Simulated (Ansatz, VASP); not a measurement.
# Ta2N: VASP beside Ansatz

```
CELL_PARAMETERS angstrom
3.11286 0.00000 0.00000
-1.55643 2.69582 0.00000
0.00000 0.00000 4.86984
ATOMIC_POSITIONS crystal
Ta 0.33333 0.66667 0.25471
Ta 0.66667 0.33333 0.74529
N 0.00000 0.00000 0.00000
```

Alike in both runs: task relaxation of cell and atoms; functional PBE; dispersion D3(BJ); k mesh 10 × 10 × 6; occupations fermi-dirac, width 0.05 eV; no spin polarisation.

```csv
,VASP,Ansatz
version,VASP 6.6.1,Ansatz 0.2.0
potentials or method,"VASP PAW PBE potentials, release 64 (Ta_pv, N)",Ansatz PAW
plane-wave cutoff (eV),600,420
valence electrons in the cell,27,31
```

```tsv
	VASP	Ansatz	Ansatz less VASP
gap on the k mesh at the Fermi level, each at its own relaxed structure (eV)	none	none	-
relaxed volume (Å³/atom)	13.26	13.24	-0.017
relaxed cell length with the largest relative difference (Å)	3.073	3.071	-0.0013
```

A gap of «none» marks a metal or a gap that the smearing closes. VASP's potentials hold 27 valence electrons a cell and Ansatz's 31, so a difference there can come from the potentials and not from the codes.

Spin-orbit coupling is off throughout. Noted on Ansatz's run: the plane-wave basis is chosen anew once the cell has moved, so the energies of steps on either side of that aren't comparable.
